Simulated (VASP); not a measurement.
# CdPb2 (P6/mmm) in VASP: a series of runs, part 2 of 2

VASP 6.6.1. The steps go on from the part before.

## (3) Single point, PBE

This run uses another cell than the first one, of 31.02 Å³/atom, 1.160 times its volume.

INCAR reads:

```
ALGO = Normal
EDIFF = 1E-6
ENCUT = 520
GGA = PE
ISIF = 2
ISMEAR = 0
LASPH = True
LCHARG = True
LELF = True
LREAL = False
LVHAR = True
LWAVE = False
NBANDS = 27
NELM = 100
PREC = Accurate
SIGMA = 0.1
```

KPOINTS reads:

```
k-points
0
Gamma
  6 6 4
```

POSCAR reads:

```
CdPb2
1.0
    5.4219629775      0.0000000000      0.0000000000
   -2.7109814887      4.6955576769      0.0000000000
    0.0000000000      0.0000000000      3.6547803462
Cd Pb
1 2
Direct
    0.0000000000      0.0000000000      0.0000000000
    0.3333333333      0.6666666667      0.5000000000
    0.6666666667      0.3333333333      0.5000000000
```

Potentials or basis: VASP PAW PBE potentials, release 64 (Cd, Pb_d).

Started as:

```
$ cat potpaw_PBE.64/Cd/POTCAR potpaw_PBE.64/Pb_d/POTCAR > POTCAR
$ mpirun -np 1 vasp_std > vasp.out
```

OUTCAR:

```text
EDIFF = 1E-6
   ENCUT = 520
   GGA = PE
   ISIF = 2
   ISMEAR = 0
   LASPH = True
   LREAL = False
   NELM = 100
   PREC = Accurate

 ion  position               nearest neighbor table
   1  0.000  0.000  0.000-   2 3.62   3 3.62   2 3.62   3 3.62   2 3.62   2 3.62   3 3.62   3 3.62
                             3 3.62   3 3.62   2 3.62   2 3.62
   2  0.333  0.667  0.500-   3 3.13   3 3.13   3 3.13   1 3.62   1 3.62   1 3.62   1 3.62   1 3.62
                             1 3.62
   3  0.667  0.333  0.500-   2 3.13   2 3.13   2 3.13   1 3.62   1 3.62   1 3.62   1 3.62   1 3.62
                             1 3.62

  LATTYP: Found a hexagonal cell.
 ALAT       =     5.4219629775
 C/A-ratio  =     0.6740695872

  Lattice vectors:

 A1 = (   5.4219629775,   0.0000000000,   0.0000000000)
 A2 = (  -2.7109814887,   4.6955576769,   0.0000000000)
 A3 = (   0.0000000000,   0.0000000000,   3.6547803462)

Analysis of symmetry for initial positions (statically):
=====================================================================
 Subroutine PRICEL returns:
 Original cell was already a primitive cell.

 Routine SETGRP: Setting up the symmetry group for a
 hexagonal supercell.

 Subroutine GETGRP returns: Found 24 space group operations
 (whereof 24 operations were pure point group operations)
 out of a pool of 24 trial point group operations.

The static configuration has the point symmetry D_6h.

Analysis of symmetry for dynamics (positions and initial velocities):
=====================================================================
 Subroutine PRICEL returns:
 Original cell was already a primitive cell.

 Routine SETGRP: Setting up the symmetry group for a
[... 114 lines left out ...]
   PSTRESS=    0.0 pullay stress
   NELECT =      40.0000    total number of electrons
   NUPDOWN=      -1.0000    fix difference up-down
   EMIN   =  10.00;   EMAX   =-10.00  energy-range for DOS
   EFERMI =   0.00;   METHOD = LEGACY
   ISMEAR =     0;   SIGMA  =   0.10  broadening in eV -4-tet -1-fermi 0-gaus
   EFERMI_NEDOS =   21; number of points for ismear=-14 and -15
   IALGO  =     38    algorithm
   IMIX   =      4    mixing-type and parameters
     AMIX     =   0.40;   BMIX     =  1.00
     AMIX_MAG =   1.60;   BMIX_MAG =  1.00
  volume/ion in A,a.u.               =      31.02       209.31
  Fermi-wavevector in a.u.,A,eV,Ry     =   1.235549  2.334848 20.770386  1.526580
  Thomas-Fermi vector in A             =   2.370194
   LORBIT       =      0    0 simple, 1 ext, 2 COOP (PROOUT), +10 PAW based schemes
   GGA     = PE    functional components
   LHFCALC =     F    Hartree Fock is set to
   AEXX    =    0.0000 exact exchange contribution
   IVDW    =     0    specifies the selected vdW correction
   LEPSILON=     F    determine dielectric tensor
   LRPA    =     F    only Hartree local field effects (RPA)
 non-spin polarized calculation
 Gauss-broadening in eV      SIGMA  =   0.10
  energy-cutoff  :      520.00
  volume of cell :       93.05
 maximum number of plane-waves:      2526
   NGX = 21   NGY = 21   NGZ = 13

 number of electron      40.0000009 magnetization

 Free energy of the ion-electron system (eV)
  ---------------------------------------------------
  ext. energy  EPLUGINS =         0.00000000
  ---------------------------------------------------
  free energy    TOTEN  =        -7.41735910 eV

  energy without entropy =       -7.40954503  energy(sigma->0) =       -7.41345207

 E-fermi :   4.8653     XC(G=0):  -9.7903

 val. band max:        4.8507003826   @ k =   0.0000   0.0000   0.0000
 cond. band min:       4.9090737968   @ k =   0.3333   0.3333   0.2500
 fundamental gap:      0.0583734142
 Fermi energy:         4.8652856372

 k-point     1 :       0.0000    0.0000    0.0000
  band No.  band energies     occupation
      1     -12.2715      2.00000
      2     -12.1432      2.00000
      3     -12.1432      2.00000
      4     -12.0698      2.00000
      5     -12.0698      2.00000
      6     -12.0112      2.00000
[... 619 lines left out ...]
     26      10.0074      0.00000
     27      11.7597      0.00000

------------------------ aborting loop because EDIFF is reached ----------------------------------------

  FORCE on cell =-STRESS in cart. coord.  units (eV):
  Direction    XX          YY          ZZ          XY          YZ          ZX
  --------------------------------------------------------------------------------------
  -------------------------------------------------------------------------------------
  Total       -0.0164266     -0.0164266     -0.0070817     -0.0000000      0.0000000      0.0000000
  in kB       -0.2828488     -0.2828488     -0.1219400     -0.0000000      0.0000000      0.0000000
  external PRESSURE =      -0.2292125 kB  Pullay stress =       0.0000000 kB

 VOLUME and BASIS-vectors are now :
 -----------------------------------------------------------------------------
  energy-cutoff  :      520.00
  volume of cell :       93.05
      direct lattice vectors                 reciprocal lattice vectors
     5.421962977  0.000000000  0.000000000     0.184435048  0.106483624  0.000000000
    -2.710981489  4.695557677  0.000000000     0.000000000  0.212967249  0.000000000
     0.000000000  0.000000000  3.654780346     0.000000000  0.000000000  0.273614255

 POSITION                                       TOTAL-FORCE (eV/Angst)
 -----------------------------------------------------------------------------------
      0.00000      0.00000      0.00000        -0.000000      0.000000      0.000000
     -0.00000      3.13037      1.82739        -0.000000      0.000000      0.000000
      2.71098      1.56519      1.82739         0.000000     -0.000000     -0.000000
 -----------------------------------------------------------------------------------
    total drift:                               -0.000000      0.000000      0.000000

  FREE ENERGIE OF THE ION-ELECTRON SYSTEM (eV)
  ---------------------------------------------------
  free  energy   TOTEN  =        -7.4173591016 eV

  energy  without entropy=       -7.4095450303  energy(sigma->0) =       -7.41345207
```

OSZICAR:

```text
N       E                     dE             d eps       ncg     rms          rms(c)
DAV:   1     0.429583106514E+03    0.42958E+03   -0.20219E+04  1134   0.171E+03
DAV:   2     0.243369538448E+02   -0.40525E+03   -0.39583E+03  1137   0.448E+02
DAV:   3    -0.656330001101E+01   -0.30900E+02   -0.30492E+02  1401   0.153E+02
DAV:   4    -0.752753843124E+01   -0.96424E+00   -0.96184E+00  1334   0.286E+01
DAV:   5    -0.756577184719E+01   -0.38233E-01   -0.38229E-01  1462   0.555E+00    0.174E+00
DAV:   6    -0.742894120404E+01    0.13683E+00   -0.37710E-01  1323   0.468E+00    0.169E+00
DAV:   7    -0.741842932178E+01    0.10512E-01   -0.55425E-02  1331   0.172E+00    0.855E-01
DAV:   8    -0.741728390401E+01    0.11454E-02   -0.93429E-03  1278   0.103E+00    0.120E-01
DAV:   9    -0.741741784921E+01   -0.13395E-03   -0.20715E-03  1312   0.390E-01    0.527E-02
DAV:  10    -0.741735937573E+01    0.58473E-04   -0.40124E-04  1246   0.180E-01    0.134E-02
DAV:  11    -0.741735946754E+01   -0.91810E-07   -0.26444E-05  1242   0.272E-02    0.844E-03
DAV:  12    -0.741735910165E+01    0.36590E-06   -0.59632E-06  1034   0.207E-02
   1 F= -.74173591E+01 E0= -.74134521E+01  d E =-.781407E-02
```

Run time: 18 s. Hardware: 1 thread of Intel Xeon 6975P-C (Granite Rapids), shared host; peak memory 0.22 GiB.

Results:

- Free energy: -7.4174 eV
- Pressure: 0.0 GPa
- Band gap on the k mesh: zero (band 20 reaches 7.66 eV, above the bottom of band 21 at 3.31 eV)

Caveat: the k points lie up to 0.43 Å⁻¹ apart; spin-orbit coupling is left out, which moves the levels of the heavy elements.
